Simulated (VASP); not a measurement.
Set up this calculation in VASP 6.6.1, as the native input.

```
Task                   : single point
Functional             : PBE
Potentials or basis    : VASP PAW PBE potentials, release 64 (Ni)
Cutoff                 : 600 eV
k mesh                 : 8 × 8 × 8
Occupations            : methfessel-paxton, width 0.053 eV
Spin                   : collinear spin, ferromagnetic start
Starting moments       : [0.81] μB
Dipole correction      : no
Further INCAR settings : ALGO = Normal; EDIFF = 1e-06; NBANDS = 15
```

The structure of Ni lies in POSCAR:

```
Ni
1.0
    0.0000000000      1.7679500000      1.7679500000
    1.7679500000      0.0000000000      1.7679500000
    1.7679500000      1.7679500000      0.0000000000
Ni
1
Direct
    0.0000000000      0.0000000000      0.0000000000
```

These files were run (other wordings do the same):

INCAR

```
SYSTEM = Ni
PREC = Accurate
ENCUT = 600
EDIFF = 1E-6
ISMEAR = 1
SIGMA = 0.053
LREAL = .False.
LASPH = .True.
NELM = 200
ALGO = Normal
ISIF = 2
LWAVE = .False.
LCHARG = .False.
ISPIN = 2
MAGMOM = 0.81
LORBIT = 11
LMAXMIX = 4
GGA = PE
NBANDS = 15
GGA_COMPAT = .False.
```

KPOINTS

```
regular mesh
0
Gamma
  8 8 8
  0 0 0
```

Potentials or basis: VASP PAW PBE potentials, release 64 (Ni).

The run is started by

```sh
$ cat potpaw_PBE.64/Ni/POTCAR > POTCAR
$ mpirun -np 1 vasp_std > vasp.out
```

It gave:

- Pressure: -2.8 GPa
- Net moment: 0.70 μB per cell
- Site moments: Ni +0.71 μB
- Valence electrons inside the program's atomic spheres: Ni 9.28

Caveat: the k points lie up to 0.38 Å⁻¹ apart.

Wall time 11 s on 1 thread of AMD EPYC 7R13 Processor (Zen 3), with other jobs on the host, peak memory 0.1 GiB.
